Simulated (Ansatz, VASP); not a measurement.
**KI in VASP and in Ansatz**

File INCAR:

```
SYSTEM = KI
ALGO = Normal
EDIFF = 1E-6
ENCUT = 520
GGA = PS
GGA_COMPAT = .False.
ISIF = 2
ISMEAR = 0
LASPH = .True.
LCHARG = .True.
LORBIT = 11
LORBMOM = .True.
LREAL = .False.
LSORBIT = .True.
LVHAR = .True.
LWAVE = .False.
MAGMOM = 0 0 0 0 0 0
NBANDS = 28
NELM = 150
PREC = Accurate
SIGMA = 0.01
```

Contents of KPOINTS:

```
k-points
0
Gamma
  6 6 6
  0 0 0
```

POSCAR

```
KI
1.0
    0.0000000000      3.5024800858      3.5024800858
    3.5024800858      0.0000000000      3.5024800858
    3.5024800858      3.5024800858      0.0000000000
K I
1 1
Direct
    0.0000000000      0.0000000000      0.0000000000
    0.5000000000      0.5000000000      0.5000000000
```

Input for Ansatz:

```yaml
crystal:
  lattice:
    - [0.0, 3.50248008579, 3.50248008579]
    - [3.50248008579, 0.0, 3.50248008579]
    - [3.50248008579, 3.50248008579, 0.0]
  atoms:
    - { symbol: K, position: [0.0, 0.0, 0.0] }
    - { symbol: I, position: [0.5, 0.5, 0.5] }
kpoints:
  mp_grid: { grid: [6, 6, 6] }
scf:
  occupations: { method: fixed }
hamiltonian:
  xc: pbesol
  pseudopotentials: { kind: paw_fr }
magnetization:
  noncollinear: true
  spin_orbit: true
output:
  forces: true
  stress: true
  eigenvalues: true
  eigenstates:
    nscf_kmesh: { grid: [8, 8, 8] }
    de_dk: true
    e_range: [-9, 13.87396359154]
checkpoint:
  write: ck
  write_wavefunctions: false
```

Alike in both runs: task single point; functional PBEsol; k mesh 6 × 6 × 6; non-collinear spin, spin-orbit coupling.

|  | VASP | Ansatz |
| --- | --- | --- |
| version | VASP 6.6.1 | Ansatz 0.2.0 |
| potentials or method | VASP PAW PBE potentials, release 64 (K_sv, I) | PAW with Ansatz's default frozen-core files, fully relativistic files with spin-orbit coupling |
| plane-wave cutoff (eV) | 520 | 420 |
| occupations | gaussian, width 0.01 eV | fixed |
| valence electrons in the cell | 16 | 26 |

```tsv
	VASP	Ansatz	Ansatz less VASP
pressure (GPa)	0.1	0.0	-0.04
net moment per atom (μB)	0.00	0.00	0.000
```

VASP's potentials were made for PBE, not for PBEsol. VASP's potentials hold 16 valence electrons a cell and Ansatz's 26, so a difference there can come from the potentials and not from the codes.
